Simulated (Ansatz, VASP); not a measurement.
## Two plane-wave programs on CdSe

File INCAR:

```
SYSTEM = CdSe
PREC = Accurate
ENCUT = 500
EDIFF = 1E-6
ISMEAR = -1
SIGMA = 0.02
LREAL = .False.
LASPH = .True.
NELM = 120
ALGO = Normal
ISIF = 2
LWAVE = .False.
LCHARG = .False.
GGA = PE
NBANDS = 16
GGA_COMPAT = .False.
```

File KPOINTS:

```
Automatic mesh
0
Gamma
  8 8 8
  0 0 0
```

Contents of POSCAR:

```
CdSe
1.0
    0.0000000000      3.2196361228      2.8293599211
    3.2196361228      0.0000000000      2.8293599211
    3.2196361228      3.2196361228      0.0000000000
Cd Se
1 1
Direct
    0.0000000000      0.0000000000      0.0000000000
    0.2500000000      0.2500000000      0.2500000000
```

Input for Ansatz:

```yaml
crystal:
  lattice:
    - [0.0, 3.2196361228, 2.8293599211]
    - [3.2196361228, 0.0, 2.8293599211]
    - [3.2196361228, 3.2196361228, 0.0]
  atoms:
    - { symbol: Cd, position: [0.0, 0.0, 0.0] }
    - { symbol: Se, position: [0.25, 0.25, 0.25] }
kpoints:
  mp_grid: { grid: [8, 8, 8] }
  band_path:
    path:
      - [0.0, 0.0, 0.0]
      - [-0.5, -0.5, 0.0]
      - [-0.375, -0.375, 0.25]
      - [-0.375, 0.0, 0.375]
      - [0.0, 0.0, 0.5]
      - [-0.5, -0.25, 0.25]
    npoints: 1
hamiltonian:
  xc: pbe
scf:
  occupations: { method: fermi_dirac, width: 0.02 }
  n_extra_bands: 4
output:
  forces: true
  stress: true
  eigenvalues: true
```

Change from the starting cell: epitaxial_xy strain +5.0%.

Alike in both runs: task single point; functional PBE; k mesh 8 × 8 × 8; occupations fermi-dirac, width 0.02 eV; no spin polarisation.

|  | VASP | Ansatz |
| --- | --- | --- |
| version | VASP 6.6.1 | Ansatz 0.2.0 |
| potentials or method | VASP PAW PBE potentials, release 64 (Cd, Se) | plane waves, PAW |
| plane-wave cutoff (eV) | 500 | 420 |
| valence electrons in the cell | 18 | 36 |

|  | VASP | Ansatz | Ansatz less VASP |
| --- | --- | --- | --- |
| pressure (GPa) | 0.5 | 0.3 | -0.26 |
| traceless stress, the component that is largest in VASP (GPa) | 1.11 | 1.14 | +0.026 |

The functional is the same, so the differences come from potentials, cutoffs and numerics. VASP's potentials hold 18 valence electrons a cell and Ansatz's 36, so a difference there can come from the potentials and not from the codes.
